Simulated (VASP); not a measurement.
# BAs (gw) (I-4m2) in VASP: single point with PBEsol

Aim: the single point of BAs (gw) with PBEsol.

Everything below comes from runs of VASP 6.6.1. Logs are shortened: lines on timing, memory, paths and dates and some standing lists are left out, and cuts for length are marked.

## 1. The cell of the first run

The structure is tetragonal, space group I-4m2 (No. 119). The conventional cell has a = 3.338 Å, b = 3.338 Å, c = 4.792 Å, α = 90.00°, β = 90.00°, γ = 90.00°. B (site symmetry -4m2) has 4 As at 2.05 Å within 2.7 Å. As (site symmetry -4m2) has 4 B at 2.05 Å within 2.7 Å.

## 2. Single point, PBEsol

INCAR reads:

```
PREC = Accurate ; ENCUT = 500
EDIFF = 1E-6 ; ISMEAR = 0
SIGMA = 0.01 ; LREAL = False
LASPH = True ; NELM = 120
ALGO = Normal ; ISIF = 2
LWAVE = False ; LCHARG = True
GGA = PS ; LELF = True
LVHAR = True ; NBANDS = 11
GGA_COMPAT = False
```

KPOINTS reads:

```
Automatic mesh
0
Gamma
  4 4 4
```

POSCAR reads:

```
BAs
1.0
    0.0000000000      2.3600307184      2.3961773597
    2.3600307184      0.0000000000      2.3961773597
    2.3600307184      2.3600307184      0.0000000000
B As
1 1
Direct
    0.0000000000      0.0000000000      0.0000000000
    0.2500000000      0.2500000000      0.2500000000
```

Potentials or basis: VASP PAW PBE potentials, release 64 (B, As).

The run is started by

```bash
cat potpaw_PBE.64/B/POTCAR potpaw_PBE.64/As/POTCAR > POTCAR
mpirun -np 1 vasp_std > vasp.out
```

OUTCAR:

```text
PREC = Accurate
   ENCUT = 500
   EDIFF = 1E-6
   ISMEAR = 0
   LREAL = False
   LASPH = True
   NELM = 120
   ISIF = 2
   GGA = PS

 ion  position               nearest neighbor table
   1  0.000  0.000  0.000-   2 2.05   2 2.05   2 2.05   2 2.05
   2  0.250  0.250  0.250-   1 2.05   1 2.05   1 2.05   1 2.05

  LATTYP: Found a body centered tetragonal cell.
 ALAT       =     3.3375874496
 C/A-ratio  =     1.4358739035

  Lattice vectors:

 A1 = (  -2.3600307184,   0.0000000000,   2.3961773597)
 A2 = (   2.3600307184,   0.0000000000,   2.3961773597)
 A3 = (   0.0000000000,   2.3600307184,  -2.3961773597)

Analysis of symmetry for initial positions (statically):
=====================================================================
 Subroutine PRICEL returns:
 Original cell was already a primitive cell.

 Routine SETGRP: Setting up the symmetry group for a
 body centered tetragonal supercell.

 Subroutine GETGRP returns: Found  8 space group operations
 (whereof  8 operations were pure point group operations)
 out of a pool of 16 trial point group operations.

The static configuration has the point symmetry D_2d.

Analysis of symmetry for dynamics (positions and initial velocities):
=====================================================================
 Subroutine PRICEL returns:
 Original cell was already a primitive cell.

 Routine SETGRP: Setting up the symmetry group for a
 body centered tetragonal supercell.

 Subroutine GETGRP returns: Found  8 space group operations
 (whereof  8 operations were pure point group operations)
 out of a pool of 16 trial point group operations.

The dynamic configuration has the point symmetry D_2d.

 Subroutine INISYM returns: Found  8 space group operations
 (whereof  8 operations are pure point group operations),
 and found     1 'primitive' translations

----------------------------------------------------------------------------------------

                                     Primitive cell

  volume of cell :      26.6922

  direct lattice vectors                    reciprocal lattice vectors
     0.000000000  2.360030718  2.396177360    -0.211861649  0.211861649  0.208665689
     2.360030718  0.000000000  2.396177360     0.211861649 -0.211861649  0.208665689
     2.360030718  2.360030718  0.000000000     0.211861649  0.211861649 -0.208665689

  length of vectors
     3.363244108  3.363244108  3.337587450     0.365119277  0.365119277  0.365119277

[... 74 lines left out ...]
   ISIF   =      2    stress and relaxation
   ISYM   =      2    0-nonsym 1-usesym 2-fastsym
   POTIM  = 0.5000    time-step for ionic-motion
   TEBEG  =    0.0;   TEEND  =   0.0 temperature during run
   PSTRESS=    0.0 pullay stress
   NELECT =       8.0000    total number of electrons
   NUPDOWN=      -1.0000    fix difference up-down
   EMIN   =  10.00;   EMAX   =-10.00  energy-range for DOS
   EFERMI =   0.00;   METHOD = LEGACY
   ISMEAR =     0;   SIGMA  =   0.01  broadening in eV -4-tet -1-fermi 0-gaus
   EFERMI_NEDOS =   21; number of points for ismear=-14 and -15
   IALGO  =     38    algorithm
   IMIX   =      4    mixing-type and parameters
     AMIX     =   0.40;   BMIX     =  1.00
     AMIX_MAG =   1.60;   BMIX_MAG =  1.00
  volume/ion in A,a.u.               =      13.35        90.06
  Fermi-wavevector in a.u.,A,eV,Ry     =   1.095578  2.070343 16.330960  1.200292
  Thomas-Fermi vector in A             =   2.231904
   LORBIT       =      0    0 simple, 1 ext, 2 COOP (PROOUT), +10 PAW based schemes
   GGA     = PS    functional components
   LHFCALC =     F    Hartree Fock is set to
   AEXX    =    0.0000 exact exchange contribution
   IVDW    =     0    specifies the selected vdW correction
   LEPSILON=     F    determine dielectric tensor
   LRPA    =     F    only Hartree local field effects (RPA)
 non-spin polarized calculation
 Gauss-broadening in eV      SIGMA  =   0.01
  energy-cutoff  :      500.00
  volume of cell :       26.69
 maximum number of plane-waves:       692
 NGX is ok and might be reduce to    28
   NGX = 13   NGY = 13   NGZ = 13

 number of electron       8.0000001 magnetization

 Free energy of the ion-electron system (eV)
  ---------------------------------------------------
  ext. energy  EPLUGINS =         0.00000000
  ---------------------------------------------------
  free energy    TOTEN  =       -12.00867324 eV

  energy without entropy =      -12.00867324  energy(sigma->0) =      -12.00867324

 E-fermi :   6.4187     XC(G=0): -10.8025

 val. band max:        6.3672331116   @ k =   0.0000   0.0000   0.0000
 cond. band min:       7.5233366609   @ k =   0.5000   0.0000   0.5000
 fundamental gap:      1.1561035493
 Fermi energy:         6.4186623726

 k-point     1 :       0.0000    0.0000    0.0000
  band No.  band energies     occupation
      1      -9.3264      2.00000
      2       6.2157      2.00000
      3       6.3672      2.00000
      4       6.3672      2.00000
      5       9.5333      0.00000
      6       9.5333      0.00000
      7       9.6298      0.00000
      8      11.2612      0.00000
      9      15.7486      0.00000
     10      19.0804      0.00000
     11      19.5211      0.00000
[... 155 lines left out ...]
 k-point    13 :      -0.2500    0.2500    0.5000
  band No.  band energies     occupation
      1      -4.8095      2.00000
      2      -1.8123      2.00000
      3       0.6195      2.00000
      4       0.9391      2.00000
      5      11.3407      0.00000
      6      12.1760      0.00000
      7      12.8318      0.00000
      8      13.2278      0.00000
      9      18.9324      0.00000
     10      22.2303      0.00000
     11      22.2572      0.00000

------------------------ aborting loop because EDIFF is reached ----------------------------------------

  FORCE on cell =-STRESS in cart. coord.  units (eV):
  Direction    XX          YY          ZZ          XY          YZ          ZX
  --------------------------------------------------------------------------------------
  -------------------------------------------------------------------------------------
  Total        0.8005420      0.8005420      0.2785223      0.0000000      0.0000000      0.0000000
  in kB       48.0518885     48.0518885     16.7180779      0.0000000      0.0000000      0.0000000
  external PRESSURE =      37.6072849 kB  Pullay stress =       0.0000000 kB

 VOLUME and BASIS-vectors are now :
 -----------------------------------------------------------------------------
  energy-cutoff  :      500.00
  volume of cell :       26.69
      direct lattice vectors                 reciprocal lattice vectors
     0.000000000  2.360030718  2.396177360    -0.211861649  0.211861649  0.208665689
     2.360030718  0.000000000  2.396177360     0.211861649 -0.211861649  0.208665689
     2.360030718  2.360030718  0.000000000     0.211861649  0.211861649 -0.208665689

 POSITION                                       TOTAL-FORCE (eV/Angst)
 -----------------------------------------------------------------------------------
      0.00000      0.00000      0.00000        -0.000000     -0.000000      0.000000
      1.18002      1.18002      1.19809         0.000000      0.000000      0.000000
 -----------------------------------------------------------------------------------
    total drift:                                0.000000      0.000000      0.000000

  FREE ENERGIE OF THE ION-ELECTRON SYSTEM (eV)
  ---------------------------------------------------
  free  energy   TOTEN  =       -12.0086732358 eV

  energy  without entropy=      -12.0086732358  energy(sigma->0) =      -12.00867324
```

stdout:

```text
POSCAR found type information on POSCAR B As
 POSCAR found :  2 types and       2 ions
 scaLAPACK will be used
 -----------------------------------------------------------------------------
|                                                                             |
|                                                                             |
|     You enforced a specific xc type in the INCAR file but a different       |
|     I HOPE YOU KNOW WHAT YOU ARE DOING!                                     |
|                                                                             |
 -----------------------------------------------------------------------------

 LDA part: xc-table for (Slater+PW92), standard interpolation
 POSCAR, INCAR and KPOINTS ok, starting setup
 FFT: planning ... GRIDC
 FFT: planning ... GRID_SOFT
 FFT: planning ... GRID
 WAVECAR not read
 entering main loop
```

Wall time 9.8 s (1 thread of Intel Xeon 8259CL, shared host); peak memory 0.15 GiB.

What came out:

| Quantity | Value |
| --- | --- |
| Free energy | -12.0087 eV |
| Pressure | 3.8 GPa |
| Band gap on the k mesh | 1.16 eV, indirect (least direct gap 3.17 eV) |

Caveat: the k points lie up to 0.57 Å⁻¹ apart; the PAW data sets were made with another functional, which shifts forces and pressure a little.
